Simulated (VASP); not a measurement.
Here is a VASP 6.6.1 calculation.

File POSCAR:

```
SiC2N4
1.0
    6.5741618284      0.0000000000      0.0000000000
    0.0000000000      6.5741618284      0.0000000000
    0.0000000000      0.0000000000      6.5741618284
Si C N
2 4 8
Direct
    0.5000000000      0.5000000000      0.5000000000
    0.0000000000      0.0000000000      0.0000000000
    0.7500000000      0.2500000000      0.2500000000
    0.2500000000      0.2500000000      0.7500000000
    0.7500000000      0.7500000000      0.7500000000
    0.2500000000      0.7500000000      0.2500000000
    0.1452992191      0.8547007809      0.1452992191
    0.6452992191      0.6452992191      0.6452992191
    0.8547007809      0.8547007809      0.8547007809
    0.3547007809      0.6452992191      0.3547007809
    0.3547007809      0.3547007809      0.6452992191
    0.6452992191      0.3547007809      0.3547007809
    0.1452992191      0.1452992191      0.8547007809
    0.8547007809      0.1452992191      0.1452992191
```

INCAR.step1

```
PREC = Accurate
ENCUT = 520
ISMEAR = 0
SIGMA = 0.02
LREAL = F
LASPH = T
NELM = 80
NBANDS = 45
GGA = PE
ALGO = Normal
EDIFF = 1E-4
LWAVE = T
LCHARG = F
```

Contents of INCAR.step2:

```
PREC = Accurate
ENCUT = 520
EDIFF = 1E-6
ISMEAR = 0
SIGMA = 0.02
LREAL = F
LASPH = T
NELM = 80
ALGO = Normal
ISIF = 2
LWAVE = F
LCHARG = F
METAGGA = R2SCAN
LMIXTAU = T
NBANDS = 45
ISTART = 1
```

File KPOINTS:

```
Automatic mesh
0
Gamma
  4 4 4
```

Potentials or basis: VASP PAW PBE potentials, release 64 (Si, C, N).

The run is started by

```console
$ cat potpaw_PBE.64/Si/POTCAR potpaw_PBE.64/C/POTCAR potpaw_PBE.64/N/POTCAR > POTCAR
$ cp INCAR.step1 INCAR
$ mpirun -np 1 vasp_std > vasp.out
$ cp INCAR.step2 INCAR
$ mpirun -np 1 vasp_std > vasp.out
```

**Question.** What does it give for the pressure?

**Answer.** 3.9 GPa.

**Question.** Predict the largest force.

**Answer.** 0.310 eV/Å.

Forces on the atoms (eV/Å):
```
Si   0.000  0.000  0.000
Si   0.000  0.000  0.000
C    0.000  0.000  0.000
C    0.000  0.000  0.000
C    0.000  0.000  0.000
C    0.000  0.000  0.000
N   -0.179  0.179 -0.179
N   -0.179 -0.179 -0.179
N    0.179  0.179  0.179
N    0.179 -0.179  0.179
N    0.179  0.179 -0.179
N   -0.179  0.179  0.179
N   -0.179 -0.179  0.179
N    0.179 -0.179 -0.179
```

Caveat: the cell stands under pressure; the PAW data sets were made with another functional, which shifts forces and pressure a little.
